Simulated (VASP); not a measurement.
# WF3: single point with PBE

The system is WF3.

```
W F
1.0
     0.00000    4.08541    4.08541
     4.08541    0.00000    4.08541
     4.08541    4.08541    0.00000
W F
2 6
Direct
  0.50000 0.50000 0.50000
  0.00000 0.00000 0.00000
  0.72819 0.27181 0.72819
  0.27181 0.27181 0.72819
  0.27181 0.72819 0.27181
  0.27181 0.72819 0.72819
  0.72819 0.27181 0.27181
  0.72819 0.72819 0.27181
```

```yaml
Program: VASP 6.6.1
Task: single point
Functional: PBE
Potentials_or_basis: VASP PAW PBE potentials, release 64 (W_sv, F)
Cutoff: 520 eV
k_mesh: 4 × 4 × 4
Occupations: gaussian, width 0.1 eV
Spin: collinear spin, ferromagnetic start
Starting_moments: "[0.5, 0.72, 0.04, 0.04, 0.04, 0.04, 0.04, 0.04] μB"
```

The pressure is 10.7 GPa and the largest force is 4.032 eV/Å. The band gap on the k mesh is zero (filled and empty bands overlap). The net moment is 0.00 μB per cell and the valence electrons inside the program's atomic spheres are W 12.20, 11.69; F 6.12.

Forces on the atoms (eV/Å):
```
W    0.000  0.000  0.000
W    0.000  0.000  0.000
F    0.000  4.032  0.000
F    0.000  0.000 -4.032
F    0.000 -4.032  0.000
F    4.032  0.000  0.000
F   -4.032  0.000  0.000
F    0.000  0.000  4.032
```

Levels at points of the mesh, in eV from the Fermi level:
Spin up:
```
           k point  band 33  band 34  band 35  band 36  band 37  band 38
(0.00, 0.00, 0.00)    -1.18    -1.18    -1.18     0.26     1.04     1.04
(0.50, 0.00, 0.00)    -0.14    -0.09    -0.09    -0.05     0.05     0.05
(0.50, 0.50, 0.00)    -1.15    -0.02    -0.02     0.16     0.16     0.97
```
Spin down:
```csv
k point,band 32,band 33,band 34,band 35,band 36,band 37,band 38,band 39
"(0.00, 0.00, 0.00)",-7.13,-1.18,-1.18,-1.18,0.26,1.04,1.04,1.04
"(0.50, 0.00, 0.00)",-7.28,-0.14,-0.09,-0.09,-0.05,0.05,0.05,2.16
"(0.50, 0.50, 0.00)",-7.14,-1.15,-0.02,-0.02,0.16,0.16,0.97,1.19
```

Run time: 4.2 min on 1 thread of Intel Xeon 6975P-C, on a shared host, peak memory 0.43 GiB.

Caveat: spin-orbit coupling is left out, which moves the levels of the heavy elements; forces of over 1 eV/Å act on the atoms, so gaps and moduli don't describe the material at rest.
